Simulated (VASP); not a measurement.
A run of VASP 6.6.1 is set up as follows.

INCAR

```
SYSTEM = La
PREC = Accurate
ENCUT = 520
EDIFF = 1E-6
ISMEAR = -1
SIGMA = 0.1
LREAL = .FALSE.
LASPH = .TRUE.
NELM = 80
ALGO = Normal
ISIF = 2
LWAVE = .FALSE.
LCHARG = .TRUE.
GGA = PE
LELF = .TRUE.
LVHAR = .TRUE.
NBANDS = 18
```

Contents of KPOINTS:

```
regular mesh
0
G
  8 8 8
  0 0 0
```

POSCAR

```
La
1.0
    0.0000000000      3.3435070815      3.3435070815
    3.3435070815      0.0000000000      3.3435070815
    3.3435070815      3.3435070815      0.0000000000
La
2
Direct
    0.1250000000      0.1250000000      0.1250000000
    0.8750000000      0.8750000000      0.8750000000
```

Potentials or basis: VASP PAW PBE potentials, release 64 (La).

The run is started by

```bash
$ cat potpaw_PBE.64/La/POTCAR > POTCAR
$ mpirun -np 1 vasp_std > vasp.out
```

Q: Predict the band gap on the k mesh.

A: Zero (bands 11 and 12 overlap by 0.34 eV).

Q: Estimate the pressure.

A: 0.0 GPa.

Caveat: spin-orbit coupling is left out, which moves the levels of the heavy elements.
